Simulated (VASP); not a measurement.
Wanted: the native input for a VASP 6.6.1 run.

* Task: single point
* Functional: PBEsol
* Potentials or basis: VASP PAW PBE potentials, release 64 (S, Pt)
* Cutoff: 400 eV
* k mesh: 12 × 12 × 1
* Occupations: gaussian, width 0.05 eV
* Spin: no spin polarisation
* Dipole correction: yes
* Further INCAR settings: ALGO = Normal; EDIFF = 1e-06; NBANDS = 25; NELMDL = -8

The structure of PtS4 lies in POSCAR:

```
PtS4
1.0
    3.5713268724      0.0000000000      0.0000000000
   -1.7856634362      3.0928597967      0.0000000000
    0.0000000000      0.0000000000     22.1433901852
S Pt
4 1
Direct
    0.3333333333      0.6666666667      0.3387015239
    0.6666666667      0.3333333333      0.4459621717
    0.3333333333      0.6666666667      0.5540378283
    0.6666666667      0.3333333333      0.6612984761
    0.0000000000      0.0000000000      0.5000000000
```

The input as run:

INCAR

```
SYSTEM = PtS4
  ALGO = Normal
  DIPOL = 0.5 0.5 0.500
  EDIFF = 1E-6
  ENCUT = 400
  GGA = PS
  GGA_COMPAT = .False.
  IDIPOL = 3
  ISIF = 2
  ISMEAR = 0
  LASPH = .True.
  LCHARG = .False.
  LDIPOL = .True.
  LREAL = .False.
  LWAVE = .False.
  NBANDS = 25
  NELM = 120
  NELMDL = -8
  PREC = Accurate
  SIGMA = 0.05
```

KPOINTS

```
k-points
0
Gamma
  12 12 1
  0 0 0
```

Potentials or basis: VASP PAW PBE potentials, release 64 (S, Pt).

Run with:

```console
$ cat potpaw_PBE.64/S/POTCAR potpaw_PBE.64/Pt/POTCAR > POTCAR
$ mpirun -np 1 vasp_std > vasp.out
```

Results of the run:

```yaml
Largest_force: 0.796 eV/Å
Band_gap_on_the_k_mesh: zero (bands 17 and 18 overlap by 1.16 eV)
```

Caveat: the PAW data sets were made with another functional, which shifts forces and pressure a little; spin-orbit coupling is left out, which moves the levels of the heavy elements.

Wall time 91 s on 1 thread of Intel(R) Xeon(R) 6975P-C (Granite Rapids), on a shared host, peak memory 0.29 GiB.
